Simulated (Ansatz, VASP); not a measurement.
**One calculation of CuSb, two programs**

```xyz
2
Lattice="0.0000 2.9001 2.9001 2.9001 0.0000 2.9001 2.9001 2.9001 0.0000" Properties=species:S:1:pos:R:3 pbc="T T T"
Cu    0.0000    0.0000    0.0000
Sb    1.4501    1.4501    1.4501
```

Alike in both runs: task single point; functional r2SCAN; k mesh 10 × 10 × 10; occupations gaussian, width 0.05 eV; no spin polarisation.

```csv
,VASP,Ansatz
version,VASP 6.6.1,Ansatz 0.2.0
potentials or method,"VASP PAW PBE potentials, release 64 (Cu, Sb), cutoff 660 eV","scalar-relativistic, plane waves, PAW"
valence electrons in the cell,16,34
```

```tsv
	VASP	Ansatz	Ansatz less VASP
gap on the k mesh at the Fermi level (eV)	none	none	-
pressure (GPa)	0.0	0.0	-0.01
```

VASP's potentials were made for PBE, not for r2SCAN. A gap of «none» marks a metal or a gap that the smearing closes. VASP's potentials hold 16 valence electrons a cell and Ansatz's 34, so a difference there can come from the potentials and not from the codes.

Neither program's run includes spin-orbit coupling.
